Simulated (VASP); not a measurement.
# Ag (P6_3/mmc) in VASP: a series of runs

The runs below take Ag through single point, with r2SCAN.

Everything below comes from runs of VASP 6.6.1. Logs are shortened: lines on timing, memory, paths and dates and some standing lists are left out, and cuts for length are marked.

### Step 1. The cell of the first run

The structure is hexagonal, space group P6_3/mmc (No. 194). The conventional cell has a = 2.818 Å, b = 2.818 Å, c = 9.609 Å, α = 90.00°, β = 90.00°, γ = 120.00°. Within 3.7 Å of Ag (site symmetry -6m2) lie 12 Ag at 2.82 to 2.90 Å. Ag (site symmetry -3m) has 12 Ag at 2.82 to 2.90 Å within 3.7 Å.

This isn't the form of Ag at room conditions, which is fcc.

### Step 2. Single point, r2SCAN (strain -0.030 along x and y, +0.015 along z)

POSCAR

```
Ag
1.0
    2.8180527337      0.0000000000      0.0000000000
   -1.4090263668      2.4405052566      0.0000000000
    0.0000000000      0.0000000000      9.6089995195
Ag
4
Direct
    0.3333333333      0.6666666667      0.2500000000
    0.6666666667      0.3333333333      0.7500000000
    0.0000000000      0.0000000000      0.0000000000
    0.0000000000      0.0000000000      0.5000000000
```

INCAR.step1

```
SYSTEM = Ag
ALGO = Normal
EDIFF = 1E-4
ENCUT = 520
GGA = PE
ISMEAR = 0
LASPH = .TRUE.
LCHARG = .FALSE.
LREAL = .FALSE.
LWAVE = .TRUE.
NBANDS = 30
NELM = 80
PREC = Accurate
SIGMA = 0.15
```

INCAR.step2

```
SYSTEM = Ag
ALGO = Normal
EDIFF = 1E-6
ENCUT = 520
ISIF = 2
ISMEAR = 0
ISTART = 1
LASPH = .TRUE.
LCHARG = .FALSE.
LMIXTAU = .TRUE.
LREAL = .FALSE.
LWAVE = .FALSE.
METAGGA = R2SCAN
NBANDS = 30
NELM = 80
PREC = Accurate
SIGMA = 0.15
```

KPOINTS

```
k-points
0
G
  18 18 6
  0 0 0
```

Potentials or basis: VASP PAW PBE potentials, release 64 (Ag).

The run is started by

```console
> cat potpaw_PBE.64/Ag/POTCAR > POTCAR
> cp INCAR.step1 INCAR
> mpirun -np 1 vasp_std > vasp.out
> cp INCAR.step2 INCAR
> mpirun -np 1 vasp_std > vasp.out
```

OUTCAR:

```text
SYSTEM = Ag
   EDIFF = 1E-6
   ENCUT = 520
   ISIF = 2
   ISMEAR = 0
   ISTART = 1
   LASPH = .TRUE.
   LREAL = .FALSE.
   METAGGA = R2SCAN
   NELM = 80
   PREC = Accurate

 ion  position               nearest neighbor table
   1  0.333  0.667  0.250-   3 2.90   4 2.90   3 2.90   4 2.90   3 2.90   4 2.90
   2  0.667  0.333  0.750-   3 2.90   4 2.90   3 2.90   4 2.90   3 2.90   4 2.90
   3  0.000  0.000  0.000-   1 2.90   2 2.90   1 2.90   2 2.90   2 2.90   1 2.90
   4  0.000  0.000  0.500-   1 2.90   2 2.90   1 2.90   2 2.90   2 2.90   1 2.90

  LATTYP: Found a hexagonal cell.
 ALAT       =     2.8180527337
 C/A-ratio  =     3.4098011739

  Lattice vectors:

 A1 = (   2.8180527337,   0.0000000000,   0.0000000000)
 A2 = (  -1.4090263668,   2.4405052566,   0.0000000000)
 A3 = (   0.0000000000,   0.0000000000,   9.6089995195)

Analysis of symmetry for initial positions (statically):
=====================================================================
 Subroutine PRICEL returns:
 Original cell was already a primitive cell.

 Routine SETGRP: Setting up the symmetry group for a
 hexagonal supercell.

 Subroutine GETGRP returns: Found 24 space group operations
 (whereof 12 operations were pure point group operations)
 out of a pool of 24 trial point group operations.

The static configuration has the point symmetry D_3d.
 The point group associated with its full space group is D_6h.

Analysis of symmetry for dynamics (positions and initial velocities):
=====================================================================
 Subroutine PRICEL returns:
 Original cell was already a primitive cell.

 Routine SETGRP: Setting up the symmetry group for a
 hexagonal supercell.

 Subroutine GETGRP returns: Found 24 space group operations
 (whereof 12 operations were pure point group operations)
 out of a pool of 24 trial point group operations.

The dynamic configuration has the point symmetry D_3d.
 The point group associated with its full space group is D_6h.

 Subroutine INISYM returns: Found 24 space group operations
 (whereof 12 operations are pure point group operations),
 and found     1 'primitive' translations

----------------------------------------------------------------------------------------

                                     Primitive cell

  volume of cell :      66.0856
[... 91 lines left out ...]
   ENCUT  =  520.0 eV  38.22 Ry    6.18 a.u.   5.24  5.24 17.87*2*pi/ulx,y,z
   NELM   =     80;   NELMIN=  2; NELMDL=  0     # of ELM steps
   EDIFF  = 0.1E-05   stopping-criterion for ELM
   LREAL  =      F    real-space projection
   EDIFFG = 0.1E-04   stopping-criterion for IOM
   NSW    =      0    number of steps for IOM
   IBRION =     -1    ionic relax: 0-MD 1-quasi-New 2-CG
   NFREE  =      0    steps in history (QN), initial steepest desc. (CG)
   ISIF   =      2    stress and relaxation
   ISYM   =      2    0-nonsym 1-usesym 2-fastsym
   POTIM  = 0.5000    time-step for ionic-motion
   TEBEG  =    0.0;   TEEND  =   0.0 temperature during run
   PSTRESS=    0.0 pullay stress
   NELECT =      44.0000    total number of electrons
   NUPDOWN=      -1.0000    fix difference up-down
   EMIN   =  10.00;   EMAX   =-10.00  energy-range for DOS
   EFERMI =   0.00;   METHOD = LEGACY
   ISMEAR =     0;   SIGMA  =   0.15  broadening in eV -4-tet -1-fermi 0-gaus
   EFERMI_NEDOS =   21; number of points for ismear=-14 and -15
   IALGO  =     38    algorithm
   IMIX   =      4    mixing-type and parameters
     AMIX     =   0.40;   BMIX     =  1.00
     AMIX_MAG =   1.60;   BMIX_MAG =  1.00
  volume/ion in A,a.u.               =      16.52       111.49
  Fermi-wavevector in a.u.,A,eV,Ry     =   1.429519  2.701400 27.803854  2.043526
  Thomas-Fermi vector in A             =   2.549464
   LORBIT       =      0    0 simple, 1 ext, 2 COOP (PROOUT), +10 PAW based schemes
   METAGGA = R2SCAN    functional components
   LHFCALC =     F    Hartree Fock is set to
   AEXX    =    0.0000 exact exchange contribution
   IVDW    =     0    specifies the selected vdW correction
   LEPSILON=     F    determine dielectric tensor
   LRPA    =     F    only Hartree local field effects (RPA)
 non-spin polarized calculation
 Gauss-broadening in eV      SIGMA  =   0.15
  energy-cutoff  :      520.00
  volume of cell :       66.09
 maximum number of plane-waves:      1799
 NGX is ok and might be reduce to    24
   NGX = 11   NGY = 11   NGZ = 35

 number of electron      43.9999994 magnetization

 Free energy of the ion-electron system (eV)
  ---------------------------------------------------
  ext. energy  EPLUGINS =         0.00000000
  ---------------------------------------------------
  free energy    TOTEN  =       -85.34221467 eV

  energy without entropy =      -85.32911545  energy(sigma->0) =      -85.33566506

 E-fermi :   8.8676     XC(G=0): -13.1868

 val. band max:        8.8537011138   @ k =   0.5000  -0.0000   0.1667
 cond. band min:       8.8793605014   @ k =   0.3889   0.1111   0.5000
 fundamental gap:      0.0256593875
 Fermi energy:         8.8676455240

 k-point     1 :       0.0000    0.0000    0.0000
  band No.  band energies     occupation
      1       0.6711      2.00000
      2       1.8942      2.00000
      3       1.9261      2.00000
      4       1.9315      2.00000
      5       3.4189      2.00000
      6       3.6249      2.00000
[... 781 lines left out ...]
     29      18.9047      0.00000
     30      19.4643      0.00000

 [... further k-points ...]

------------------------ aborting loop because EDIFF is reached ----------------------------------------

  FORCE on cell =-STRESS in cart. coord.  units (eV):
  Direction    XX          YY          ZZ          XY          YZ          ZX
  --------------------------------------------------------------------------------------
  -------------------------------------------------------------------------------------
  Total        3.2109206      3.2109206      0.9677806      0.0000000      0.0000000      0.0000000
  in kB       77.8454295     77.8454295     23.4628342      0.0000000      0.0000000      0.0000000
  external PRESSURE =      59.7178977 kB  Pullay stress =       0.0000000 kB

 VOLUME and BASIS-vectors are now :
 -----------------------------------------------------------------------------
  energy-cutoff  :      520.00
  volume of cell :       66.09
      direct lattice vectors                 reciprocal lattice vectors
     2.818052734  0.000000000  0.000000000     0.354854964  0.204875609  0.000000000
    -1.409026367  2.440505257  0.000000000     0.000000000  0.409751217  0.000000000
     0.000000000  0.000000000  9.608999519     0.000000000  0.000000000  0.104069107

 POSITION                                       TOTAL-FORCE (eV/Angst)
 -----------------------------------------------------------------------------------
     -0.00000      1.62700      2.40225         0.000000      0.000000     -0.000000
      1.40903      0.81350      7.20675        -0.000000     -0.000000      0.000000
      0.00000      0.00000      0.00000        -0.000000      0.000000      0.000000
      0.00000      0.00000      4.80450        -0.000000      0.000000      0.000000
 -----------------------------------------------------------------------------------
    total drift:                               -0.000000      0.000000      0.000000

  FREE ENERGIE OF THE ION-ELECTRON SYSTEM (eV)
  ---------------------------------------------------
  free  energy   TOTEN  =       -85.3422146717 eV

  energy  without entropy=      -85.3291154504  energy(sigma->0) =      -85.33566506
```

OUTCAR.step1:

```text
SYSTEM = Ag
   EDIFF = 1E-4
   ENCUT = 520
   GGA = PE
   ISMEAR = 0
   LASPH = .TRUE.
   LREAL = .FALSE.
   NELM = 80
[... 1022 lines left out ...]
      1.40903      0.81350      7.20675         0.000000      0.000000      0.000000
      0.00000      0.00000      0.00000         0.000000      0.000000     -0.000000
      0.00000      0.00000      4.80450         0.000000      0.000000     -0.000000
 -----------------------------------------------------------------------------------
    total drift:                               -0.000000      0.000000      0.000000

  FREE ENERGIE OF THE ION-ELECTRON SYSTEM (eV)
  ---------------------------------------------------
  free  energy   TOTEN  =       -10.7042591392 eV

  energy  without entropy=      -10.6902551407  energy(sigma->0) =      -10.69725714
```

OSZICAR.step1:

```text
N       E                     dE             d eps       ncg     rms          rms(c)
DAV:   1     0.300443854594E+03    0.30044E+03   -0.22787E+04  8896   0.146E+03
DAV:   2    -0.505599181882E+01   -0.30550E+03   -0.28975E+03  9150   0.339E+02
DAV:   3    -0.117299781333E+02   -0.66740E+01   -0.66364E+01 10188   0.570E+01
DAV:   4    -0.117599614796E+02   -0.29983E-01   -0.29979E-01  9630   0.371E+00
DAV:   5    -0.117602524197E+02   -0.29094E-03   -0.29094E-03 10230   0.394E-01    0.115E+01
DAV:   6    -0.107555761105E+02    0.10047E+01   -0.28514E+00  9468   0.141E+01    0.731E+00
DAV:   7    -0.107149854806E+02    0.40591E-01   -0.53623E-02  9972   0.165E+00    0.371E+00
DAV:   8    -0.107042510111E+02    0.10734E-01   -0.36380E-03  9516   0.404E-01    0.197E-01
DAV:   9    -0.107042591392E+02   -0.81281E-05   -0.49379E-05  6648   0.934E-02
   1 F= -.10704259E+02 E0= -.10697257E+02  d E =-.140040E-01
```

Wall time 20 min (1 thread of Intel Xeon 8259CL, shared host); peak memory 0.35 GiB.

Results:

| Item | Value |
| --- | --- |
| Free energy | -85.3422 eV |
| Pressure | 6.0 GPa |
| Band gap on the k mesh | zero (bands 22 and 23 overlap by 7.42 eV) |

Stress tensor (GPa, compression positive):
```
7.78 0.00 0.00
0.00 7.78 0.00
0.00 0.00 2.35
```

Caveat: the cell differs from its parent crystal (strain -0.030 along x and y, +0.015 along z); the stress differs along the axes, from 2 to 8 GPa; the PAW data sets were made with another functional, which shifts forces and pressure a little.

### Step 3. Single point, r2SCAN (strain -0.015 along x and y, -0.015 along z)

POSCAR

```
Ag
1.0
    2.8616308687      0.0000000000      0.0000000000
   -1.4308154344      2.4782450286      0.0000000000
    0.0000000000      0.0000000000      9.3249896815
Ag
4
Direct
    0.3333333333      0.6666666667      0.2500000000
    0.6666666667      0.3333333333      0.7500000000
    0.0000000000      0.0000000000      0.0000000000
    0.0000000000      0.0000000000      0.5000000000
```

INCAR.step1

```
PREC = Accurate
ENCUT = 520
ISMEAR = 0
SIGMA = 0.15
LREAL = False
LASPH = True
NELM = 60
NBANDS = 30
GGA = PE
ALGO = Normal
EDIFF = 1E-4
LWAVE = True
LCHARG = False
```

INCAR.step2

```
PREC = Accurate
ENCUT = 520
EDIFF = 1E-6
ISMEAR = 0
SIGMA = 0.15
LREAL = False
LASPH = True
NELM = 60
ALGO = Normal
ISIF = 2
LWAVE = False
LCHARG = True
METAGGA = R2SCAN
LMIXTAU = True
LELF = True
LVHAR = True
NBANDS = 30
ISTART = 1
```

KPOINTS

```
regular mesh
0
Gamma
  18 18 6
```

Potentials or basis: VASP PAW PBE potentials, release 64 (Ag).

The run is started by

```console
> cat potpaw_PBE.64/Ag/POTCAR > POTCAR
> cp INCAR.step1 INCAR
> mpirun -np 1 vasp_std > vasp.out
> cp INCAR.step2 INCAR
> mpirun -np 1 vasp_std > vasp.out
```

OUTCAR:

```text
PREC = Accurate
   ENCUT = 520
   EDIFF = 1E-6
   ISMEAR = 0
   LREAL = False
   LASPH = True
   NELM = 60
   ISIF = 2
   METAGGA = R2SCAN
   ISTART = 1

 ion  position               nearest neighbor table
   1  0.333  0.667  0.250-   3 2.86   4 2.86   3 2.86   4 2.86   3 2.86   4 2.86
   2  0.667  0.333  0.750-   3 2.86   4 2.86   3 2.86   4 2.86   3 2.86   4 2.86
   3  0.000  0.000  0.000-   1 2.86   2 2.86   2 2.86   1 2.86   2 2.86   1 2.86
   4  0.000  0.000  0.500-   1 2.86   2 2.86   2 2.86   1 2.86   2 2.86   1 2.86

[... 995 lines left out ...]
  Direction    XX          YY          ZZ          XY          YZ          ZX
  --------------------------------------------------------------------------------------
  -------------------------------------------------------------------------------------
  Total        2.2519932      2.2519932      2.3820035     -0.0000000     -0.0000000      0.0000000
  in kB       54.5596339     54.5596339     57.7094277     -0.0000000     -0.0000000      0.0000000
  external PRESSURE =      55.6095652 kB  Pullay stress =       0.0000000 kB

 VOLUME and BASIS-vectors are now :
 -----------------------------------------------------------------------------
  energy-cutoff  :      520.00
  volume of cell :       66.13
      direct lattice vectors                 reciprocal lattice vectors
     2.861630869  0.000000000  0.000000000     0.349451081  0.201755676  0.000000000
    -1.430815434  2.478245029  0.000000000     0.000000000  0.403511351  0.000000000
     0.000000000  0.000000000  9.324989681     0.000000000  0.000000000  0.107238725

 POSITION                                       TOTAL-FORCE (eV/Angst)
 -----------------------------------------------------------------------------------
     -0.00000      1.65216      2.33125        -0.000000      0.000000     -0.000000
      1.43082      0.82608      6.99374         0.000000      0.000000     -0.000000
      0.00000      0.00000      0.00000         0.000000      0.000000      0.000000
      0.00000      0.00000      4.66249         0.000000      0.000000      0.000000
 -----------------------------------------------------------------------------------
    total drift:                               -0.000000      0.000000      0.000000

  FREE ENERGIE OF THE ION-ELECTRON SYSTEM (eV)
  ---------------------------------------------------
  free  energy   TOTEN  =       -85.3750583108 eV

  energy  without entropy=      -85.3621266138  energy(sigma->0) =      -85.36859246
```

OUTCAR.step1:

```text
PREC = Accurate
   ENCUT = 520
   ISMEAR = 0
   LREAL = False
   LASPH = True
[... 1023 lines left out ...]
     -0.00000      1.65216      2.33125        -0.000000      0.000000      0.000000
      1.43082      0.82608      6.99374         0.000000     -0.000000      0.000000
      0.00000      0.00000      0.00000        -0.000000      0.000000     -0.000000
      0.00000      0.00000      4.66249        -0.000000      0.000000     -0.000000
 -----------------------------------------------------------------------------------
    total drift:                               -0.000000      0.000000      0.000000

  FREE ENERGIE OF THE ION-ELECTRON SYSTEM (eV)
  ---------------------------------------------------
  free  energy   TOTEN  =       -10.7393654857 eV

  energy  without entropy=      -10.7260914086  energy(sigma->0) =      -10.73272845
```

Run time: 24 min. Hardware: 1 thread of Intel Xeon 8259CL, shared host; peak memory 0.35 GiB.

What came out:

- Free energy: -85.3751 eV
- Pressure: 5.6 GPa
- Band gap on the k mesh: zero (bands 22 and 23 overlap by 7.12 eV)

Stress tensor (GPa, compression positive):
```
5.46 0.00 0.00
0.00 5.46 0.00
0.00 0.00 5.77
```

Caveat: the cell differs from its parent crystal (strain -0.015 along x and y, -0.015 along z); the cell stands under pressure; the PAW data sets were made with another functional, which shifts forces and pressure a little.

The gap in the log of VASP goes by the Fermi energy; the results here count the filled bands.